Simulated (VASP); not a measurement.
Crystal: PbSe (Clausthalite).

```
Pb Se
1.0
     0.00000    3.06969    3.06969
     3.06969    0.00000    3.06969
     3.06969    3.06969    0.00000
Pb Se
1 1
Cartesian
  0.0000 0.0000 0.0000
  3.0697 3.0697 3.0697
```

Base run:

- Program: VASP 6.6.1
- Functional: PBE
- Potentials or basis: VASP PAW PBE potentials, release 64 (Pb_d, Se)
- Cutoff: 520 eV
- k mesh: 6 × 6 × 6
- Occupations: gaussian, width 0.01 eV
- Spin: no spin polarisation

Its results: band gap on the k mesh 0.32 eV, direct; pressure 1.9 GPa.

Q: After a change of settings the same cell gave: band gap on the k mesh 0.61 eV, direct; pressure 1.0 GPa. Which change was it?
A. k mesh from 6 × 6 × 6 to 8 × 8 × 8; further incar settings from ALGO = Normal; EDIFF = 1e-07; NBANDS = 17 to ALGO = Normal; EDIFF = 1e-06; NBANDS = 17
B. further incar settings from ALGO = Normal; EDIFF = 1e-07; NBANDS = 17 to ALGO = Normal; EDIFF = 1e-06; NBANDS = 17
C. functional from PBE to r2SCAN

A: C.

r2SCAN gives the wider gap, since meta-GGAs in the generalised Kohn-Sham scheme recover part of the derivative discontinuity.

Caveats: spin-orbit coupling is left out, which moves the levels of the heavy elements; the PAW data sets were made with another functional, which shifts forces and pressure a little (some runs).
